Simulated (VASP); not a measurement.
# CdTe (P6_3/mmc) in VASP: a series of runs, part 2 of 2

VASP 6.6.1. The steps go on from the part before.

## Step 3: Single point, PBE

INCAR reads:

```
PREC = Accurate
ENCUT = 520
EDIFF = 1E-6
ISMEAR = -1
SIGMA = 0.02
LREAL = F
LASPH = T
NELM = 60
ALGO = Normal
ISIF = 2
LWAVE = F
LCHARG = F
GGA = PE
NBANDS = 26
```

KPOINTS reads:

```
Automatic mesh
0
Gamma
  6 6 4
```

POSCAR reads:

```
CdTe
1.0
    4.3149846540      0.0000000000      0.0000000000
   -2.1574923270      3.7368863273      0.0000000000
    0.0000000000      0.0000000000      7.0705359074
Cd Te
2 2
Direct
    0.0000000000      0.0000000000      0.0000000000
    0.0000000000      0.0000000000      0.5000000000
    0.3333333333      0.6666666667      0.2500000000
    0.6666666667      0.3333333333      0.7500000000
```

Potentials or basis: VASP PAW PBE potentials, release 64 (Cd, Te).

Run with:

```bash
> cat potpaw_PBE.64/Cd/POTCAR potpaw_PBE.64/Te/POTCAR > POTCAR
> mpirun -np 1 vasp_std > vasp.out
```

OUTCAR:

```text
PREC = Accurate
   ENCUT = 520
   EDIFF = 1E-6
   ISMEAR = -1
   LREAL = F
   LASPH = T
   NELM = 60
   ISIF = 2
   GGA = PE

 ion  position               nearest neighbor table
   1  0.000  0.000  0.000-   3 3.05   4 3.05   3 3.05   4 3.05   4 3.05   3 3.05   2 3.54   2 3.54

   2  0.000  0.000  0.500-   3 3.05   4 3.05   3 3.05   4 3.05   4 3.05   3 3.05   1 3.54   1 3.54

   3  0.333  0.667  0.250-   1 3.05   2 3.05   1 3.05   2 3.05   1 3.05   2 3.05
   4  0.667  0.333  0.750-   1 3.05   2 3.05   1 3.05   2 3.05   1 3.05   2 3.05

  LATTYP: Found a hexagonal cell.
 ALAT       =     4.3149846540
 C/A-ratio  =     1.6386004759

  Lattice vectors:

 A1 = (   4.3149846540,   0.0000000000,   0.0000000000)
 A2 = (  -2.1574923270,   3.7368863273,   0.0000000000)
 A3 = (   0.0000000000,   0.0000000000,   7.0705359074)

Analysis of symmetry for initial positions (statically):
=====================================================================
 Subroutine PRICEL returns:
 Original cell was already a primitive cell.

 Routine SETGRP: Setting up the symmetry group for a
 hexagonal supercell.

 Subroutine GETGRP returns: Found 24 space group operations
[... 165 lines left out ...]

 E-fermi :   4.0355     XC(G=0):  -9.6851

 val. band max:        4.0320006373   @ k =   0.1667  -0.0000   0.0000
 cond. band min:       4.1302103747   @ k =   0.3333   0.3333   0.2500
 fundamental gap:      0.0982097374
 Fermi energy:         4.0354702867

 k-point     1 :       0.0000    0.0000    0.0000
  band No.  band energies     occupation
      1      -7.6491      2.00000
      2      -6.5709      2.00000
      3      -4.5933      2.00000
      4      -4.5933      2.00000
      5      -4.5867      2.00000
      6      -4.3951      2.00000
[... 598 lines left out ...]
     25      11.6932      0.00000
     26      11.6932      0.00000

------------------------ aborting loop because EDIFF is reached ----------------------------------------

  FORCE on cell =-STRESS in cart. coord.  units (eV):
  Direction    XX          YY          ZZ          XY          YZ          ZX
  --------------------------------------------------------------------------------------
  -------------------------------------------------------------------------------------
  Total        0.9338671      0.9338671      0.8231520      0.0000000      0.0000000      0.0000000
  in kB       13.1236360     13.1236360     11.5677572      0.0000000      0.0000000      0.0000000
  external PRESSURE =      12.6050097 kB  Pullay stress =       0.0000000 kB

 VOLUME and BASIS-vectors are now :
 -----------------------------------------------------------------------------
  energy-cutoff  :      520.00
  volume of cell :      114.01
      direct lattice vectors                 reciprocal lattice vectors
     4.314984654  0.000000000  0.000000000     0.231750535  0.133801233  0.000000000
    -2.157492327  3.736886327  0.000000000     0.000000000  0.267602467  0.000000000
     0.000000000  0.000000000  7.070535907     0.000000000  0.000000000  0.141431995

 POSITION                                       TOTAL-FORCE (eV/Angst)
 -----------------------------------------------------------------------------------
      0.00000      0.00000      0.00000         0.000000      0.000000     -0.000000
      0.00000      0.00000      3.53527         0.000000      0.000000     -0.000000
     -0.00000      2.49126      1.76763        -0.000000      0.000000      0.000000
      2.15749      1.24563      5.30290         0.000000      0.000000     -0.000000
 -----------------------------------------------------------------------------------
    total drift:                                0.000000     -0.000000      0.000000

  FREE ENERGIE OF THE ION-ELECTRON SYSTEM (eV)
  ---------------------------------------------------
  free  energy   TOTEN  =        -8.7893771538 eV

  energy  without entropy=       -8.7878166663  energy(sigma->0) =       -8.78859691
```

stdout:

```text
POSCAR found type information on POSCAR CdTe
 POSCAR found :  2 types and       4 ions
 scaLAPACK will be used
 LDA part: xc-table for (Slater+PW92), standard interpolation
 POSCAR, INCAR and KPOINTS ok, starting setup
 FFT: planning ... GRIDC
 FFT: planning ... GRID_SOFT
 FFT: planning ... GRID
 WAVECAR not read
 entering main loop
```

Run time: 77 s. Hardware: 1 thread of Intel Xeon 8259CL, shared host; peak memory 0.25 GiB.

Results:

```yaml
Free_energy: -8.7894 eV
Pressure: 1.3 GPa
Band_gap_on_the_k_mesh: zero (bands 18 and 19 overlap by 0.96 eV)
```

Levels at points of the mesh, in eV from the Fermi level:
```tsv
k point	band 14	band 15	band 16	band 17	band 18	band 19	band 20	band 21	band 22	band 23
(0.00, 0.00, 0.00)	-0.61	-0.61	-0.53	-0.12	-0.12	-0.06	2.43	4.81	4.81	5.67
(0.50, 0.00, 0.00)	-3.69	-3.07	-2.29	-2.15	-0.12	1.35	2.18	2.74	3.90	5.81
(0.00, 0.00, 0.50)	-3.57	-0.34	-0.34	-0.34	-0.34	2.17	2.17	4.88	4.88	4.88
(0.50, 0.00, 0.50)	-4.90	-1.45	-1.45	-1.33	-1.33	0.82	0.82	4.09	4.09	6.20
```

Caveat: spin-orbit coupling is left out, which moves the levels of the heavy elements.

## Step 4: Single point, r2SCAN

POSCAR is that of step 3.

INCAR.step1 reads:

```
PREC = Accurate ; ENCUT = 520
ISMEAR = -1 ; SIGMA = 0.02
LREAL = F ; LASPH = T
NELM = 100 ; NBANDS = 26
GGA = PE ; ALGO = Normal
EDIFF = 1E-4 ; LWAVE = T
LCHARG = F
```

INCAR.step2 reads:

```
PREC = Accurate ; ENCUT = 520
EDIFF = 1E-7 ; ISMEAR = -1
SIGMA = 0.02 ; LREAL = F
LASPH = T ; NELM = 100
ALGO = Normal ; ISIF = 2
LWAVE = F ; LCHARG = T
METAGGA = R2SCAN ; LMIXTAU = T
LELF = T ; LVHAR = T
NBANDS = 26 ; ISTART = 1
```

KPOINTS is that of step 3.

Run with:

```bash
> cat potpaw_PBE.64/Cd/POTCAR potpaw_PBE.64/Te/POTCAR > POTCAR
> cp INCAR.step1 INCAR
> mpirun -np 1 vasp_std > vasp.out
> cp INCAR.step2 INCAR
> mpirun -np 1 vasp_std > vasp.out
```

Wall time 6.1 min (1 thread of Intel Xeon 8259CL, shared host); peak memory 0.27 GiB.

Results (log left out):

```
Free energy            : -92.5093 eV
Pressure               : 0.2 GPa
Band gap on the k mesh : zero (bands 18 and 19 overlap by 0.64 eV)
```

Levels at points of the mesh, in eV from the Fermi level:
| k point | band 15 | band 16 | band 17 | band 18 | band 19 | band 20 | band 21 | band 22 |
| --- | --- | --- | --- | --- | --- | --- | --- | --- |
| (0.00, 0.00, 0.00) | -0.63 | -0.55 | -0.13 | -0.13 | 0.51 | 2.96 | 5.26 | 5.26 |
| (0.50, 0.00, 0.00) | -3.13 | -2.20 | -2.20 | -0.13 | 1.58 | 2.53 | 3.25 | 4.32 |
| (0.00, 0.00, 0.50) | -0.35 | -0.35 | -0.35 | -0.35 | 2.67 | 2.67 | 5.33 | 5.33 |
| (0.50, 0.00, 0.50) | -1.44 | -1.44 | -1.36 | -1.36 | 1.15 | 1.15 | 4.48 | 4.48 |

Caveat: semilocal functionals underestimate gaps, and a narrow one can read as zero; the PAW data sets were made with another functional, which shifts forces and pressure a little; spin-orbit coupling is left out, which moves the levels of the heavy elements.

## Step 5: Single point, r2SCAN

POSCAR is that of step 4.

INCAR.step1 reads:

```
SYSTEM = CdTe
PREC = Accurate ; ENCUT = 520
ISMEAR = -1 ; SIGMA = 0.02
LREAL = .False. ; LASPH = .True.
NELM = 80 ; NBANDS = 26
GGA = PE ; ALGO = Normal
EDIFF = 1E-4 ; LWAVE = .True.
LCHARG = .False.
```

INCAR.step2 reads:

```
SYSTEM = CdTe
PREC = Accurate ; ENCUT = 520
EDIFF = 1E-6 ; ISMEAR = -1
SIGMA = 0.02 ; LREAL = .False.
LASPH = .True. ; NELM = 80
ALGO = Normal ; ISIF = 2
LWAVE = .False. ; LCHARG = .False.
METAGGA = R2SCAN ; LMIXTAU = .True.
NBANDS = 26 ; ISTART = 1
```

KPOINTS reads:

```
Automatic mesh
0
Gamma
  6 6 4
  0 0 0
```

Run with:

```bash
> cat potpaw_PBE.64/Cd/POTCAR potpaw_PBE.64/Te/POTCAR > POTCAR
> cp INCAR.step1 INCAR
> mpirun -np 1 vasp_std > vasp.out
> cp INCAR.step2 INCAR
> mpirun -np 1 vasp_std > vasp.out
```

It took 4.3 min on 1 thread of Intel Xeon 8259CL, shared host; peak memory 0.27 GiB.

Results (log left out):

```yaml
Free_energy: -92.5093 eV
Pressure: 0.2 GPa
Band_gap_on_the_k_mesh: zero (bands 18 and 19 overlap by 0.64 eV)
```

Levels at points of the mesh, in eV from the Fermi level:
```
           k point  band 14  band 15  band 16  band 17  band 18  band 19  band 20  band 21  band 22  band 23
(0.00, 0.00, 0.00)    -0.63    -0.63    -0.55    -0.13    -0.13     0.51     2.96     5.26     5.26     6.24
(0.50, 0.00, 0.00)    -3.75    -3.13    -2.20    -2.20    -0.13     1.58     2.53     3.25     4.32     6.29
(0.00, 0.00, 0.50)    -3.54    -0.35    -0.35    -0.35    -0.35     2.67     2.67     5.33     5.33     5.33
(0.50, 0.00, 0.50)    -4.96    -1.44    -1.44    -1.36    -1.36     1.15     1.15     4.48     4.48     6.70
```

Caveat: semilocal functionals underestimate gaps, and a narrow one can read as zero; the PAW data sets were made with another functional, which shifts forces and pressure a little; spin-orbit coupling is left out, which moves the levels of the heavy elements.

The gap in the log of VASP goes by the Fermi energy; the results here count the filled bands.